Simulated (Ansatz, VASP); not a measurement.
# CsPt: VASP beside Ansatz

```
CELL_PARAMETERS angstrom
3.43894 0.00000 0.00000
-1.71947 2.97821 0.00000
0.00000 0.00000 5.57902
ATOMIC_POSITIONS crystal
Cs 0.00000 0.00000 0.00000
Pt 0.33333 0.66667 0.50000
```

Alike in both runs: task relaxation of cell and atoms; functional PBE; k mesh 18 × 18 × 10; occupations gaussian, width 0.1 eV; no spin polarisation.

|  | VASP | Ansatz |
| --- | --- | --- |
| version | VASP 6.6.1 | Ansatz 0.2.0 |
| potentials or method | VASP PAW PBE potentials, release 64 (Cs_sv, Pt), cutoff 600 eV | scalar-relativistic, plane waves, PAW |
| valence electrons in the cell | 19 | 27 |

Ansatz gave:

```
gap on the k mesh at the Fermi level, each at its own relaxed structure (eV) : none
relaxed volume (Å³/atom)                                                     : 28.55
relaxed cell length with the largest relative difference (Å)                 : 3.437
```

**Question.** Which values does VASP return?

**Answer.** gap on the k mesh at the Fermi level, each at its own relaxed structure (eV): none; relaxed volume (Å³/atom): 28.86; relaxed cell length with the largest relative difference (Å): 3.451.

A gap of «none» marks a metal or a gap that the smearing closes. VASP's potentials hold 19 valence electrons a cell and Ansatz's 27, so a difference there can come from the potentials and not from the codes.

Neither program's run includes spin-orbit coupling.
